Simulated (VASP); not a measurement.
Wanted: the native input for a VASP 6.6.1 run.

| Quantity | Value |
| --- | --- |
| Task | single point |
| Functional | PBE |
| Potentials or basis | VASP PAW PBE potentials, release 64 (Ni) |
| Cutoff | 520 eV |
| k mesh | 12 × 12 × 7 |
| Occupations | gaussian, width 0.024 eV |
| Spin | collinear spin, ferromagnetic start |
| Starting moments | [1.0, 1.0] μB |
| Dipole correction | no |
| Further INCAR settings | ALGO = Normal; EDIFF = 1e-06; NBANDS = 21 |

The structure of Ni lies in POSCAR:

```
Ni
1.0
    2.4480228978      0.0000000000      0.0000000000
   -1.2240114489      2.1200500186      0.0000000000
    0.0000000000      0.0000000000      4.0728075700
Ni
2
Direct
    0.6666666667      0.3333333333      0.7500000000
    0.3333333333      0.6666666667      0.2500000000
```

The input as run:

INCAR

```
  PREC = Accurate
  ENCUT = 520
  EDIFF = 1E-6
  ISMEAR = 0
  SIGMA = 0.024
  LREAL = F
  LASPH = T
  NELM = 150
  ALGO = Normal
  ISIF = 2
  LWAVE = F
  LCHARG = T
  ISPIN = 2
  MAGMOM = 1 1
  LORBIT = 11
  LMAXMIX = 4
  GGA = PE
  LELF = T
  LVHAR = T
  NBANDS = 21
```

KPOINTS

```
regular mesh
0
Gamma
  12 12 7
```

Potentials or basis: VASP PAW PBE potentials, release 64 (Ni).

The run is started by

```sh
$ cat potpaw_PBE.64/Ni/POTCAR > POTCAR
$ mpirun -np 1 vasp_std > vasp.out
```

It gave:

* Pressure: 6.9 GPa
* Net moment: 1.27 μB per cell
* Site moments: Ni +0.64 μB
* Valence electrons inside the program's atomic spheres: Ni 9.36

Run time: 27 s on 1 thread of Intel(R) Xeon(R) 6975P-C (Granite Rapids), on a shared host, peak memory 0.16 GiB.
